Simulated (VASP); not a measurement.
Input of a VASP 6.6.1 run:

File INCAR:

```
PREC = Accurate ; ENCUT = 520
EDIFF = 1E-6 ; ISMEAR = 0
SIGMA = 0.01 ; LREAL = Auto
LASPH = T ; NELM = 150
ALGO = Normal ; ISIF = 2
LWAVE = F ; LCHARG = F
ISPIN = 2 ; MAGMOM = -2.64 -2.64 -2.64 -2.64 -2.64 -2.64 -2.64 2.64 2.64 2.64 2.64 2.64 2.64 2.64 0 0 0 0 0 0 0 0 0 0 0 0 0 0
LORBIT = 11 ; LMAXMIX = 4
LDAU = T ; LDAUTYPE = 2
LDAUL = 2 -1 ; LDAUU = 3.32 0
LDAUJ = 0 0 ; LDAUPRINT = 1
GGA = PE ; NBANDS = 129
```

Contents of KPOINTS:

```
Automatic mesh
0
Gamma
  2 2 2
  0.5 0.5 0.5
```

The input POSCAR:

```
CoO
1.0
   -1.6366330162      4.7245525625     -5.2804304481
    4.9098990487     -0.9449105125     -5.2804304481
   -3.2732660325     -3.7796420500     -5.2804304481
Co O
14 14
Direct
    0.4290866788      0.7148009645      0.8576581074
    0.8576581074      0.4290866788      0.7148009645
    0.2862295359      0.1433723931      0.5719438217
    0.7148009645      0.8576581074      0.4290866788
    0.1433723931      0.5719438217      0.2862295359
    0.5719438217      0.2862295359      0.1433723931
    0.0005152502      0.0005152502      0.0005152502
    0.9290865130      0.2148007987      0.3576579416
    0.3576579416      0.9290865130      0.2148007987
    0.7862293701      0.6433722273      0.0719436559
    0.2148007987      0.3576579416      0.9290865130
    0.6433722273      0.0719436559      0.7862293701
    0.0719436559      0.7862293701      0.6433722273
    0.5005150844      0.5005150844      0.5005150844
    0.0530566274      0.3387709131      0.4816280560
    0.4816280560      0.0530566274      0.3387709131
    0.9101994845      0.7673423417      0.1959137702
    0.3387709131      0.4816280560      0.0530566274
    0.7673423417      0.1959137702      0.9101994845
    0.1959137702      0.9101994845      0.7673423417
    0.6244851988      0.6244851988      0.6244851988
    0.5530565451      0.8387708308      0.9816279737
    0.9816279737      0.5530565451      0.8387708308
    0.4101994022      0.2673422594      0.6959136880
    0.8387708308      0.9816279737      0.5530565451
    0.2673422594      0.6959136880      0.4101994022
    0.6959136880      0.4101994022      0.2673422594
    0.1244851165      0.1244851165      0.1244851165
```

Potentials or basis: VASP PAW PBE potentials, release 64 (Co, O).

Command:

```bash
$ cat potpaw_PBE.64/Co/POTCAR potpaw_PBE.64/O/POTCAR > POTCAR
$ mpirun -np 1 vasp_std > vasp.out
```

**Question.** Estimate the pressure.

**Answer.** -1.6 GPa.

**Question.** Predict the net moment.

**Answer.** 0.00 μB per cell.

**Question.** Predict the band gap on the k mesh.

**Answer.** 1.89 eV.

**Question.** What does it give for the largest force?

**Answer.** 0.005 eV/Å.

Forces in eV/Å, atoms in the order of the input:
```
Co   0.000  0.000  0.005
Co   0.000  0.000  0.005
Co   0.000  0.000  0.005
Co   0.000  0.000  0.005
Co   0.000  0.000  0.005
Co   0.000  0.000  0.005
Co   0.000  0.000  0.005
Co   0.000  0.000  0.005
Co   0.000  0.000  0.005
Co   0.000  0.000  0.005
Co   0.000  0.000  0.005
Co   0.000  0.000  0.005
Co   0.000  0.000  0.005
Co   0.000  0.000  0.005
O    0.000  0.000 -0.005
O    0.000  0.000 -0.005
O    0.000  0.000 -0.005
O    0.000  0.000 -0.005
O    0.000  0.000 -0.005
O    0.000  0.000 -0.005
O    0.000  0.000 -0.005
O    0.000  0.000 -0.005
O    0.000  0.000 -0.005
O    0.000  0.000 -0.005
O    0.000  0.000 -0.005
O    0.000  0.000 -0.005
O    0.000  0.000 -0.005
O    0.000  0.000 -0.005
```

Caveat: a shifted mesh leaves out Γ, where band edges can lie. The state reached can hang on the start; a lower one may exist.
